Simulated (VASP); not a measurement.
FePt:

```
Fe Pt
1.0
     2.66010    0.00000    0.00000
    -1.33005    2.30372    0.00000
     0.00000    0.00000    4.47632
Fe Pt
1 1
Direct
  0.33333 0.66667 0.50000
  0.66667 0.33333 0.00000
```

- Program: VASP 6.6.1
- Task: relaxation of cell and atoms
- Functional: PBE
- Potentials or basis: VASP PAW PBE potentials, release 64 (Fe, Pt)
- Cutoff: 600 eV
- k mesh: 6 × 6 × 4
- Occupations: gaussian, width 0.1 eV
- Spin: collinear spin, ferromagnetic start
- Starting moments: [4.0, 0.0] μB

At the start: pressure 6.4 GPa; volume 13.72 Å³/atom.

**Question.** How do energy, volume and symmetry change on relaxing?

**Answer.** Over 6 steps the energy falls by 19.5 meV/atom and the volume is 14.03 Å³/atom (+2.3 %); space group P-6m2 (No. 187, to 0.1 Å) before and after; moment 3.13 μB per cell.

The path:
| step | energy change (eV) | largest force (eV/Å) | pressure (GPa) | volume (Å³) |
| --- | --- | --- | --- | --- |
| 1 | 0.0000 | 0.0000 | 6.45 | 27.43 |
| 2 | 0.0166 | 0.0000 | -9.71 | 29.65 |
| 3 | -0.0349 | 0.0000 | -1.78 | 28.37 |
| 4 | -0.0349 | 0.0000 | -1.64 | 28.35 |
| 5 | -0.0386 | 0.0000 | 0.78 | 27.97 |
| 6 | -0.0390 | 0.0000 | 0.19 | 28.06 |

Final structure:
```yaml
crystal:
  lattice:
    - [2.71245, 0.00000, 0.00000]
    - [-1.35622, 2.34905, 0.00000]
    - [0.00000, 0.00000, 4.40310]
  atoms:
    - { symbol: Fe, position: [0.33333, 0.66667, 0.50000] }
    - { symbol: Pt, position: [0.66667, 0.33333, 0.00000] }
```

Caveat: the k points lie up to 0.45 Å⁻¹ apart in the final cell.
